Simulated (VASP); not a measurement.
# NaH (Fm-3m) in VASP: band structure with TB-mBJ

Aim: the band structure of NaH with TB-mBJ.

Everything below comes from runs of VASP 6.6.1. Logs are shortened: lines on timing, memory, paths and dates and some standing lists are left out, and cuts for length are marked.

### 1 The cell of the first run

It takes space group Fm-3m (No. 225, cubic). Conventional cell: a = 4.880 Å, b = 4.880 Å, c = 4.880 Å, α = 90.00°, β = 90.00°, γ = 90.00°. Na (site symmetry m-3m) has 6 H at 2.44 Å within 3.2 Å. Within 3.2 Å of H (site symmetry m-3m) lie 6 Na at 2.44 Å.

### 2 Band structure, TB-mBJ

Input file POSCAR:

```
NaH
1.0
    0.0000000000      2.4400000000      2.4400000000
    2.4400000000      0.0000000000      2.4400000000
    2.4400000000      2.4400000000      0.0000000000
Na H
1 1
Direct
    0.0000000000      0.0000000000      0.0000000000
    0.5000000000      0.5000000000      0.5000000000
```

Input file INCAR.step1:

```
  ISMEAR = 0
  SIGMA = 0.03
  LWAVE = True
  LCHARG = False
  NBANDS = 26
  PREC = Accurate
  LASPH = True
  LREAL = False
  ALGO = Normal
  EDIFF = 1E-7
  NELM = 120
  GGA_COMPAT = False
  ENCUT = 520
  EFERMI = MIDGAP
  GGA = PE
```

Input file INCAR.step2:

```
  METAGGA = MBJ
  ISMEAR = 0
  SIGMA = 0.03
  LWAVE = False
  LCHARG = False
  NBANDS = 26
  PREC = Accurate
  LASPH = True
  LREAL = False
  ALGO = Normal
  EDIFF = 1E-7
  NELM = 120
  GGA_COMPAT = False
  ENCUT = 520
  EFERMI = MIDGAP
  LMIXTAU = True
  ISTART = 1
```

Input file KPOINTS:

```
Automatic mesh
0
Gamma
  12 12 12
  0 0 0
```

Input file KPOINTS_OPT:

```
path GXWKGLUWLK,UX
32
line-mode
reciprocal
 0.0000000000  0.0000000000  0.0000000000  G
 0.5000000000  0.0000000000  0.5000000000  X

 0.5000000000  0.0000000000  0.5000000000  X
 0.5000000000  0.2500000000  0.7500000000  W

 0.5000000000  0.2500000000  0.7500000000  W
 0.3750000000  0.3750000000  0.7500000000  K

 0.3750000000  0.3750000000  0.7500000000  K
 0.0000000000  0.0000000000  0.0000000000  G

 0.0000000000  0.0000000000  0.0000000000  G
 0.5000000000  0.5000000000  0.5000000000  L

 0.5000000000  0.5000000000  0.5000000000  L
 0.6250000000  0.2500000000  0.6250000000  U

 0.6250000000  0.2500000000  0.6250000000  U
 0.5000000000  0.2500000000  0.7500000000  W

 0.5000000000  0.2500000000  0.7500000000  W
 0.5000000000  0.5000000000  0.5000000000  L

 0.5000000000  0.5000000000  0.5000000000  L
 0.3750000000  0.3750000000  0.7500000000  K

 0.6250000000  0.2500000000  0.6250000000  U
 0.5000000000  0.0000000000  0.5000000000  X
```

Potentials or basis: VASP PAW PBE potentials, release 64 (Na_pv, H).

Started as:

```
cat potpaw_PBE.64/Na_pv/POTCAR potpaw_PBE.64/H/POTCAR > POTCAR
cp INCAR.step1 INCAR
mpirun -np 1 vasp_std > vasp.out
cp INCAR.step2 INCAR
mpirun -np 1 vasp_std > vasp.out
```

OUTCAR:

```text
METAGGA = MBJ
   ISMEAR = 0
   PREC = Accurate
   LASPH = True
   LREAL = False
   EDIFF = 1E-7
   NELM = 120
   ENCUT = 520
   EFERMI = MIDGAP
   ISTART = 1

 ion  position               nearest neighbor table
   1  0.000  0.000  0.000-
   2  0.500  0.500  0.500-

  LATTYP: Found a face centered cubic cell.
 ALAT       =     4.8800000000

  Lattice vectors:

 A1 = (   0.0000000000,   2.4400000000,   2.4400000000)
 A2 = (   2.4400000000,   0.0000000000,   2.4400000000)
 A3 = (   2.4400000000,   2.4400000000,   0.0000000000)

Analysis of symmetry for initial positions (statically):
=====================================================================
 Subroutine PRICEL returns:
 Original cell was already a primitive cell.

 Routine SETGRP: Setting up the symmetry group for a
 face centered cubic supercell.

 Subroutine GETGRP returns: Found 48 space group operations
 (whereof 48 operations were pure point group operations)
 out of a pool of 48 trial point group operations.

The static configuration has the point symmetry O_h .

Analysis of symmetry for dynamics (positions and initial velocities):
=====================================================================
 Subroutine PRICEL returns:
 Original cell was already a primitive cell.

 Routine SETGRP: Setting up the symmetry group for a
 face centered cubic supercell.

 Subroutine GETGRP returns: Found 48 space group operations
 (whereof 48 operations were pure point group operations)
 out of a pool of 48 trial point group operations.

The dynamic configuration has the point symmetry O_h .

 Subroutine INISYM returns: Found 48 space group operations
 (whereof 48 operations are pure point group operations),
 and found     1 'primitive' translations

----------------------------------------------------------------------------------------

                                     Primitive cell

  volume of cell :      29.0536

  direct lattice vectors                    reciprocal lattice vectors
     0.000000000  2.440000000  2.440000000    -0.204918033  0.204918033  0.204918033
     2.440000000  0.000000000  2.440000000     0.204918033 -0.204918033  0.204918033
     2.440000000  2.440000000  0.000000000     0.204918033  0.204918033 -0.204918033

  length of vectors
     3.450681092  3.450681092  3.450681092     0.354928444  0.354928444  0.354928444
[... 82 lines left out ...]
   LREAL  =      F    real-space projection
   EDIFFG = 0.1E-05   stopping-criterion for IOM
   NSW    =      0    number of steps for IOM
   IBRION =     -1    ionic relax: 0-MD 1-quasi-New 2-CG
   NFREE  =      0    steps in history (QN), initial steepest desc. (CG)
   ISIF   =      2    stress and relaxation
   ISYM   =      2    0-nonsym 1-usesym 2-fastsym
   POTIM  = 0.5000    time-step for ionic-motion
   TEBEG  =    0.0;   TEEND  =   0.0 temperature during run

   SCALEE = 1.0000    scale energy and forces
   PSTRESS=    0.0 pullay stress
   NELECT =       8.0000    total number of electrons
   NUPDOWN=      -1.0000    fix difference up-down
   EMIN   =  10.00;   EMAX   =-10.00  energy-range for DOS
   EFERMI =   0.00;   METHOD = MIDGAP
   ISMEAR =     0;   SIGMA  =   0.03  broadening in eV -4-tet -1-fermi 0-gaus
   EFERMI_NEDOS =   21; number of points for ismear=-14 and -15
   IALGO  =     38    algorithm
   IMIX   =      4    mixing-type and parameters
     AMIX     =   0.40;   BMIX     =  1.00
     AMIX_MAG =   1.60;   BMIX_MAG =  1.00
  volume/ion in A,a.u.               =      14.53        98.03
  Fermi-wavevector in a.u.,A,eV,Ry     =   1.065054  2.012660 15.433636  1.134340
  Thomas-Fermi vector in A             =   2.200593
   LORBIT       =      0    0 simple, 1 ext, 2 COOP (PROOUT), +10 PAW based schemes
   METAGGA = MBJ    functional components
   LHFCALC =     F    Hartree Fock is set to
   AEXX    =    0.0000 exact exchange contribution

     CMBJ =    1.0000
   IVDW    =     0    specifies the selected vdW correction
   LEPSILON=     F    determine dielectric tensor
   LRPA    =     F    only Hartree local field effects (RPA)

   CSHIFT  =0.1000    complex shift for real part using Kramers Kronig

   OMEGAMAX=  -1.0    maximum frequency
 non-spin polarized calculation
 Gauss-broadening in eV      SIGMA  =   0.03
  energy-cutoff  :      520.00
  volume of cell :       29.05
 maximum number of plane-waves:       817
 NGX is ok and might be reduce to    28
   NGX = 13   NGY = 13   NGZ = 13

 number of electron       8.0000008 magnetization

 Free energy of the ion-electron system (eV)
  ---------------------------------------------------
  ext. energy  EPLUGINS =         0.00000000
  ---------------------------------------------------
  free energy    TOTEN  =        17.02572598 eV

  energy without entropy =       17.02572598  energy(sigma->0) =       17.02572598

 E-fermi :   1.8995     XC(G=0):  -5.7207

 val. band max:       -1.3625013344   @ k =  -0.2500   0.5000   0.2500
 cond. band min:       5.1615422911   @ k =   0.5000   0.0000   0.0000
 fundamental gap:      6.5240436255
 Fermi energy:         1.8995204783

 k-point     1 :       0.0000    0.0000    0.0000
  band No.  band energies     occupation
      1     -23.4459      2.00000
      2     -23.4459      2.00000
      3     -23.4459      2.00000
      4      -3.7404      2.00000
      5      10.3786      0.00000
      6      16.1663      0.00000
[... 433 lines left out ...]
      3     -23.4552      2.00000
      4      -1.7335      2.00000
      5       5.6492      0.00000
      6       9.4338      0.00000
[... 8 lines left out ...]
     15      26.2679      0.00000
     16      29.6355      0.00000

 [... further k-points ...]

 [bands above 16 left out]

------------------------ aborting loop because EDIFF is reached ----------------------------------------

  FORCE on cell =-STRESS in cart. coord.  units (eV):
  Direction    XX          YY          ZZ          XY          YZ          ZX
  --------------------------------------------------------------------------------------
  -------------------------------------------------------------------------------------
  Total      -31.0070196    -31.0070196    -31.0070196      0.0000000     -0.0000000     -0.0000000
  in kB    -1709.9016502  -1709.9016502  -1709.9016502      0.0000000     -0.0000000     -0.0000000
  external PRESSURE =   -1709.9016502 kB  Pullay stress =       0.0000000 kB

 VOLUME and BASIS-vectors are now :
 -----------------------------------------------------------------------------
  energy-cutoff  :      520.00
  volume of cell :       29.05
      direct lattice vectors                 reciprocal lattice vectors
     0.000000000  2.440000000  2.440000000    -0.204918033  0.204918033  0.204918033
     2.440000000  0.000000000  2.440000000     0.204918033 -0.204918033  0.204918033
     2.440000000  2.440000000  0.000000000     0.204918033  0.204918033 -0.204918033

 POSITION                                       TOTAL-FORCE (eV/Angst)
 -----------------------------------------------------------------------------------
      0.00000      0.00000      0.00000         0.000000     -0.000000      0.000000
      2.44000      2.44000      2.44000         0.000000      0.000000     -0.000000
 -----------------------------------------------------------------------------------
    total drift:                               -0.000000     -0.000000     -0.000000

  FREE ENERGIE OF THE ION-ELECTRON SYSTEM (eV)
  ---------------------------------------------------
  free  energy   TOTEN  =        17.0257259840 eV

  energy  without entropy=       17.0257259840  energy(sigma->0) =       17.02572598

    CMBJ =    1.3472
```

OUTCAR.step1:

```text
ISMEAR = 0
   PREC = Accurate
   LASPH = True
   LREAL = False
   EDIFF = 1E-7
[... 687 lines left out ...]
      0.00000      0.00000      0.00000         0.000000     -0.000000      0.000000
      2.44000      2.44000      2.44000         0.000000      0.000000      0.000000
 -----------------------------------------------------------------------------------
    total drift:                               -0.000000     -0.000000     -0.000000

  FREE ENERGIE OF THE ION-ELECTRON SYSTEM (eV)
  ---------------------------------------------------
  free  energy   TOTEN  =        -5.0860378148 eV

  energy  without entropy=       -5.0860378148  energy(sigma->0) =       -5.08603781
```

It took 2.8 min on 1 thread of Intel Xeon 6975P-C (Granite Rapids), shared host; peak memory 0.21 GiB.

What came out:

```yaml
Band_gap_on_the_k_mesh: 6.52 eV (least direct gap 7.02 eV)
Band_gap_along_the_path: 6.52 eV (least direct gap 7.02 eV)
```

Levels at the corners of the path, in eV from the valence-band top:
| point | band 2 | band 3 | band 4 | band 5 | band 6 | band 7 |
| --- | --- | --- | --- | --- | --- | --- |
| Γ | -22.08 | -22.08 | -2.38 | 11.74 | 17.53 | 17.53 |
| X | -22.10 | -22.10 | -0.10 | 7.29 | 12.76 | 12.76 |
| X | -22.10 | -22.10 | -0.10 | 7.29 | 12.76 | 12.76 |
| W | -22.12 | -22.11 | 0.00 | 8.67 | 8.67 | 10.93 |
| W | -22.12 | -22.11 | 0.00 | 8.67 | 8.67 | 10.93 |
| K | -22.12 | -22.10 | -0.06 | 7.98 | 9.01 | 13.28 |
| K | -22.12 | -22.10 | -0.06 | 7.98 | 9.01 | 13.28 |
| Γ | -22.08 | -22.08 | -2.38 | 11.74 | 17.53 | 17.53 |
| Γ | -22.08 | -22.08 | -2.38 | 11.74 | 17.53 | 17.53 |
| L | -22.09 | -22.09 | -0.50 | 6.52 | 13.07 | 14.94 |
| L | -22.09 | -22.09 | -0.50 | 6.52 | 13.07 | 14.94 |
| U | -22.12 | -22.10 | -0.06 | 7.98 | 9.01 | 13.28 |
| U | -22.12 | -22.10 | -0.06 | 7.98 | 9.01 | 13.28 |
| W | -22.12 | -22.11 | 0.00 | 8.67 | 8.67 | 10.93 |
| W | -22.12 | -22.11 | 0.00 | 8.67 | 8.67 | 10.93 |
| L | -22.09 | -22.09 | -0.50 | 6.52 | 13.07 | 14.94 |
| L | -22.09 | -22.09 | -0.50 | 6.52 | 13.07 | 14.94 |
| K | -22.12 | -22.10 | -0.06 | 7.98 | 9.01 | 13.28 |
| U | -22.12 | -22.10 | -0.06 | 7.98 | 9.01 | 13.28 |
| X | -22.10 | -22.10 | -0.10 | 7.29 | 12.76 | 12.76 |
